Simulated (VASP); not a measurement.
A run of VASP 6.6.1 is set up as follows.

The input POSCAR:

```
CsH
1.0
    0.0000000000      3.1880000000      3.1880000000
    3.1880000000      0.0000000000      3.1880000000
    3.1880000000      3.1880000000      0.0000000000
Cs H
1 1
Direct
    0.0294071518      0.0294071518     -0.0294071518
    0.5000000000      0.5000000000      0.5000000000
```

The input INCAR.step1:

```
SYSTEM = CsH
ALGO = Normal ; EDIFF = 1E-4
ENCUT = 520 ; GGA = PE
ISMEAR = 0 ; LASPH = .TRUE.
LCHARG = .FALSE. ; LREAL = .FALSE.
LWAVE = .TRUE. ; NBANDS = 12
NELM = 100 ; PREC = Accurate
SIGMA = 0.05
```

File INCAR.step2:

```
SYSTEM = CsH
ALGO = Normal ; EDIFF = 1E-7
ENCUT = 520 ; ISIF = 2
ISMEAR = 0 ; ISTART = 1
LASPH = .TRUE. ; LCHARG = .FALSE.
LMIXTAU = .TRUE. ; LREAL = .FALSE.
LWAVE = .FALSE. ; METAGGA = R2SCAN
NBANDS = 12 ; NELM = 100
PREC = Accurate ; SIGMA = 0.05
```

Contents of KPOINTS:

```
k-points
0
G
  6 6 6
  0 0 0
```

Potentials or basis: VASP PAW PBE potentials, release 64 (Cs_sv, H).

The run is started by

```sh
$ cat potpaw_PBE.64/Cs_sv/POTCAR potpaw_PBE.64/H/POTCAR > POTCAR
$ cp INCAR.step1 INCAR
$ mpirun -np 1 vasp_std > vasp.out
$ cp INCAR.step2 INCAR
$ mpirun -np 1 vasp_std > vasp.out
```

(1) Estimate the pressure.

(2) Estimate the band gap on the k mesh.

(3) Estimate the largest force.

## Answers

(1) 0.1 GPa.

(2) 2.69 eV, direct.

(3) 0.123 eV/Å.

Caveat: the cell differs from its parent crystal (all Cs atoms moved +0.188 Å, as atom 1 along Cartesian [0 0 1]); the PAW data sets were made with another functional, which shifts forces and pressure a little; spin-orbit coupling is left out, which moves the levels of the heavy elements.
